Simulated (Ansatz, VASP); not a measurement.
Two plane-wave programs on ZnCu

The input POSCAR:

```
ZnCu
1.0
    2.8591054769      0.0000000000      0.0000000000
    0.0000000000      2.8591054769      0.0000000000
    0.0000000000      0.0000000000      2.8591054769
Zn Cu
1 1
Direct
    0.5000000000      0.5000000000      0.5000000000
    0.0000000000      0.0000000000      0.0000000000
```

The input INCAR.step1:

```
SYSTEM = ZnCu
ALGO = Normal
EDIFF = 1E-4
ENCUT = 520
GGA = PE
ISMEAR = 0
LASPH = .True.
LCHARG = .False.
LREAL = .False.
LWAVE = .True.
NBANDS = 18
NELM = 100
PREC = Accurate
SIGMA = 0.1
```

The input INCAR.step2:

```
SYSTEM = ZnCu
ALGO = Normal
EDIFF = 1E-6
ENCUT = 520
ISIF = 2
ISMEAR = 0
ISTART = 1
LASPH = .True.
LCHARG = .False.
LMIXTAU = .True.
LREAL = .False.
LWAVE = .False.
METAGGA = R2SCAN
NBANDS = 18
NELM = 100
PREC = Accurate
SIGMA = 0.1
```

File KPOINTS:

```
k-points
0
Gamma
  14 14 14
  0 0 0
```

Input for Ansatz:

```yaml
crystal:
  lattice:
    - [2.8591054769, 0.0, 0.0]
    - [0.0, 2.8591054769, 0.0]
    - [0.0, 0.0, 2.8591054769]
  atoms:
    - { symbol: Zn, position: [0.5, 0.5, 0.5] }
    - { symbol: Cu, position: [0.0, 0.0, 0.0] }
basis:
  ecutwfc: 500
kpoints:
  mp_grid: { grid: [14, 14, 14] }
hamiltonian:
  xc: r2scan
scf:
  occupations: { method: gaussian, width: 0.1 }
output:
  forces: true
  stress: true
  eigenvalues: true
  write_density: true
  write_potential: true
  elf: true
  volumetric_format: npy
```

Alike in both runs: task single point; functional r2SCAN; k mesh 14 × 14 × 14; occupations gaussian, width 0.1 eV; no spin polarisation.

|  | VASP | Ansatz |
| --- | --- | --- |
| version | VASP 6.6.1 | Ansatz 0.2.0 |
| potentials or method | VASP PAW PBE potentials, release 64 (Zn, Cu), cutoff 520 eV | scalar-relativistic, plane waves, PAW |
| valence electrons in the cell | 23 | 31 |

```csv
,VASP,Ansatz,Ansatz less VASP
gap on the k mesh at the Fermi level (eV),none,none,-
pressure (GPa),10.4,9.7,-0.69
```

VASP's potentials were made for PBE, not for r2SCAN. A gap of «none» marks a metal or a gap that the smearing closes. With one functional, cell and mesh, what is left measures potentials, basis and numerics. VASP's potentials hold 23 valence electrons a cell and Ansatz's 31, so a difference there can come from the potentials and not from the codes.
